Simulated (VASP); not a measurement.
Here is a VASP 6.6.1 calculation.

File INCAR:

```
PREC = Accurate ; ENCUT = 520
EDIFF = 1E-6 ; ISMEAR = -1
SIGMA = 0.05 ; LREAL = F
LASPH = T ; NELM = 150
ALGO = Normal ; ISIF = 2
LWAVE = F ; LCHARG = F
ISPIN = 2 ; MAGMOM = 0.503
LORBIT = 11 ; LMAXMIX = 4
GGA = PE ; NBANDS = 14
```

Contents of KPOINTS:

```
Automatic mesh
0
Gamma
  23 23 23
```

File POSCAR:

```
Ir
1.0
   -1.6161126046      1.6161126046      1.6161126046
    1.6161126046     -1.6161126046      1.6161126046
    1.6161126046      1.6161126046     -1.6161126046
Ir
1
Direct
    0.0000000000      0.0000000000      0.0000000000
```

Potentials or basis: VASP PAW PBE potentials, release 64 (Ir).

Command:

```bash
$ cat potpaw_PBE.64/Ir/POTCAR > POTCAR
$ mpirun -np 1 vasp_std > vasp.out
```

Estimate the net moment.

0.68 μB per cell.

Estimate the pressure.

-25.1 GPa.

What does it give for the site moments?

Ir +0.67 μB.
